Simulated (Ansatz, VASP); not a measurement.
**YC2N2: VASP beside Ansatz**

```
Y C N
1.0
     8.51743    0.00000    0.00000
     0.00000    8.51743    0.00000
     0.00000    0.00000    3.74586
Y C N
2 4 4
Direct
  0.00000 0.00000 0.00000
  0.50000 0.50000 0.00000
  0.20779 0.79221 0.00000
  0.79221 0.20779 0.00000
  0.20779 0.20779 0.00000
  0.79221 0.79221 0.00000
  0.30493 0.69507 0.00000
  0.69507 0.30493 0.00000
  0.30493 0.30493 0.00000
  0.69507 0.69507 0.00000
```

Alike in both runs: functional PBE; k mesh 2 × 2 × 6; occupations gaussian, width 0.1 eV; no spin polarisation.

Ansatz relaxed the structure, and its values are those at the end. VASP's run is a single point on that final structure, the one shown.

|  | VASP | Ansatz |
| --- | --- | --- |
| version | VASP 6.6.1 | Ansatz 0.2.0 |
| potentials or method | VASP PAW PBE potentials, release 64 (Y_sv, C, N), cutoff 520 eV | scalar-relativistic, plane waves, PAW |
| valence electrons in the cell | 58 | 58 |

```tsv
	VASP	Ansatz	Ansatz less VASP
gap on the k mesh at the Fermi level (eV)	none	none	-
pressure (GPa)	0.5	0.3	-0.27
rms of the force components (eV/Å)	0.209	0.002	-0.2075
```

A gap of «none» marks a metal or a gap that the smearing closes. One of these differences is far larger than is usual between the two programs; its cause wasn't traced. With one functional, cell and mesh, what is left measures potentials, basis and numerics.

The k mesh is coarse, so the values compare programs but aren't converged. Noted on VASP's run: the standard files for N, O and F lose accuracy on very short bonds.
